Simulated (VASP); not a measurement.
A run of VASP 6.6.1 is set up as follows.

File INCAR:

```
SYSTEM = Si8HO16
PREC = Accurate
ENCUT = 520
EDIFF = 1E-6
ISMEAR = -1
SIGMA = 0.05
LREAL = Auto
LASPH = .True.
NELM = 150
ALGO = Normal
ISIF = 2
LWAVE = .False.
LCHARG = .False.
ISPIN = 2
MAGMOM = 0 0 0 0 0 0 0 0 0 0 0 0 0 0 0 0.09 0 0 0 0 0 0.09 0 0 0.51
LORBIT = 11
GGA = PE
IVDW = 12
NBANDS = 86
```

File KPOINTS:

```
Automatic mesh
0
Gamma
  2 2 2
  0 0 0
```

File POSCAR:

```
Si8HO16
1.0
   -4.1246000000     -4.1246000000      0.0000000000
    4.1246000000     -4.1246000000      0.0000000000
    0.0000000000      0.0000000000      5.2948000000
Si O H
8 16 1
Direct
    0.4986544150      0.4903142123     -0.0133338370
    0.0042913252      0.4974300538      0.2427664879
    0.4982907433      0.4891989526      0.4854385435
    0.0071279639      0.4963147942      0.7372138702
    0.0078431848      0.0049095670     -0.0025685578
    0.4994908597     -0.0064975998      0.2312079776
   -0.0085462833     -0.0095160743      0.4965626653
    0.4929326480     -0.0082311012      0.7468270756
    0.1907942588      0.4831620036     -0.0076679006
    0.0065703341      0.1919701304      0.2523985797
    0.8061630219      0.4965329971      0.0000566594
    0.0059278475      0.7934708820      0.2354574299
    0.1989889929      0.4932478301      0.4901034978
    0.0030427193      0.1858483247      0.7355896351
    0.8118362993      0.4876836542      0.4910667070
    0.0301605004      0.8046356010      0.7503399562
    0.7010255540     -0.0153833099     -0.0127672433
    0.4968966688      0.6857634680      0.2416333006
    0.2995563206      0.0136619309     -0.0051371157
    0.5065460893      0.3035930757      0.2376860316
    0.6874727246      0.0131770353      0.4902357030
    0.4677423265      0.6847573098      0.7316045932
    0.2946952432     -0.0109343936      0.4920865755
    0.5050429133      0.3002957863      0.7333043741
    0.7522668865      0.7456480628      0.6866737176
```

Potentials or basis: VASP PAW PBE potentials, release 64 (Si, O, H).

Launch:

```sh
$ cat potpaw_PBE.64/Si/POTCAR potpaw_PBE.64/O/POTCAR potpaw_PBE.64/H/POTCAR > POTCAR
$ mpirun -np 1 vasp_std > vasp.out
```

Question: Predict the site moments.

Answer: Si +0.00, -0.00 (each value once); O +0.00, +0.01, -0.00, +0.04, +0.09, +0.08 (each value once); H +0.37 μB.

Question: Estimate the net moment.

Answer: 1.00 μB per cell.

Question: Predict the largest force.

Answer: 2.703 eV/Å.

Forces on the atoms (eV/Å):
```
Si   0.195 -0.522  0.004
Si  -0.125  0.813 -0.182
Si   0.037 -0.525  0.164
Si   0.338  0.794  1.117
Si   0.264  1.138 -0.251
Si   0.259  0.088  2.689
Si  -0.579 -0.815 -0.833
Si   0.128 -0.152 -2.355
O   -0.903 -0.989 -0.136
O    0.026  1.054 -1.101
O    0.236  0.491 -1.701
O    1.386 -0.724  1.001
O   -0.007  0.404 -0.410
O    1.309 -0.594  1.295
O    0.771  0.466 -0.185
O   -0.626  0.686  0.004
O    1.206  0.475  0.350
O    0.858 -0.990 -0.781
O   -1.990 -1.001 -0.062
O   -0.798  1.318 -0.351
O   -1.055  0.313 -0.685
O    0.133 -0.581  1.788
O   -0.868 -1.844 -0.752
O   -0.327  0.646  1.163
H    0.131  0.054  0.208
```

Caveat: the k points lie up to 0.59 Å⁻¹ apart.
